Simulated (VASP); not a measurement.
Runs of VASP 6.6.1 on FeO. The structure is that of space group Fm-3m (No. 225), or close to it. The cells are those of the table. 

```csv
level,potentials or basis,spin,cell,k mesh,cutoff (eV),gap on the mesh (eV),pressure (GPa),moment (μB)
PBE,"VASP PAW PBE potentials, release 64 (Fe_sv, O)","collinear, ferromagnetic start","a = 3.048 Å, angles 60.0°, 2 atoms",11 × 11 × 11,700,none,(b),4.00
PBE,"VASP PAW PBE potentials, release 64 (Fe_sv, O_h)","collinear, ferromagnetic start","a = 3.088 Å, angles 60.0°, 2 atoms",11 × 11 × 11,1340,none,-7.5,4.00
PBE,"VASP PAW PBE potentials, release 64 (Fe_sv, O)","collinear, ferromagnetic start","a = 3.028 Å, angles 60.0°, 2 atoms",11 × 11 × 11,700,none,2.5,4.00
BLYP,"VASP PAW PBE potentials, release 64 (Fe_sv, O)","collinear, ferromagnetic start","a = 3.048 Å, angles 60.0°, 2 atoms",6 × 6 × 6,700,none,6.0,4.00
revPBE,"VASP PAW PBE potentials, release 64 (Fe_sv, O)","collinear, ferromagnetic start","a = 3.048 Å, angles 60.0°, 2 atoms",6 × 6 × 6,700,none,3.0,4.00
PBE,"VASP PAW PBE potentials, release 64 (Fe_sv, O)",off,"a = 3.048 Å, angles 60.0°, 2 atoms",11 × 11 × 11,700,none,-26.7,-
PBE,"VASP PAW PBE potentials, release 64 (Fe_sv, O)","collinear, ferromagnetic start","a = 3.047 Å, angles 60.0°, 2 atoms",11 × 11 × 11,700,none,(a),4.00
```

Alike in all rows: task single point; smearing fermi-dirac 0.05 eV.

Problem. Estimate the missing entries.

Solution. (a) -1.1; (b) -1.4.

Caveats: some runs use coarse meshes; semilocal functionals often make such compounds metallic where correlation or magnetic order opens a gap, which also shifts bond lengths; a cell with one magnetic atom can't hold antiferromagnetic order, which such compounds often take (at least some runs); the cell stands under tension (at least some runs); the PAW data sets were made with another functional, which shifts forces and pressure a little (at least some runs).

A gap of «none» marks levels without a gap at the run's occupations.
